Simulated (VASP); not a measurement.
# Al: single point with r2SCAN

Crystal: Al.

```xyz
2
Lattice="3.0234 0.0000 0.0000 -1.5117 2.6183 0.0000 0.0000 0.0000 4.8669" Properties=species:S:1:pos:R:3 pbc="T T T"
Al    1.5117    0.8728    3.6501
Al    0.0000    1.7456    1.2167
```

This cell differs from its parent crystal: strain +0.0750 x Voigt [1, 1, 0, 0, 0, 0].

```json
{"Program": "VASP 6.6.1", "Task": "single point", "Functional": "r2SCAN", "Potentials or basis": "VASP PAW PBE potentials, release 64 (Al)", "Cutoff": "520 eV", "k mesh": "18 × 18 × 10", "Occupations": "gaussian, width 0.15 eV", "Spin": "no spin polarisation"}
```

- Pressure: -10.9 GPa
- Band gap on the k mesh: zero (band 3 reaches 10.75 eV, above the bottom of band 4 at 3.29 eV)

Stress tensor (GPa, compression positive):
```
-11.05   0.00   0.00
  0.00 -11.05   0.00
  0.00   0.00 -10.46
```

Levels at points of the mesh, in eV from the Fermi level:
```
           k point  band 1  band 2  band 3  band 4  band 5  band 6  band 7
(0.00, 0.00, 0.00)  -10.79   -4.29   -4.16    9.83    9.83   10.61   10.61
(0.50, 0.00, 0.00)   -5.27   -4.96    0.64    1.15    1.67    1.70    5.15
(0.00, 0.00, 0.50)   -9.12   -9.12    3.62    3.62   11.22   11.22   11.22
(0.50, 0.00, 0.50)   -3.78   -3.78   -3.19   -3.19    6.61    6.61    7.61
```

It took 97 s on 1 thread of Intel(R) Xeon(R) Platinum 8488C (Sapphire Rapids), on a shared host, peak memory 0.2 GiB.

Caveat: the cell differs from its parent crystal (strain +0.0750 x Voigt [1, 1, 0, 0, 0, 0]); the PAW data sets were made with another functional, which shifts forces and pressure a little.
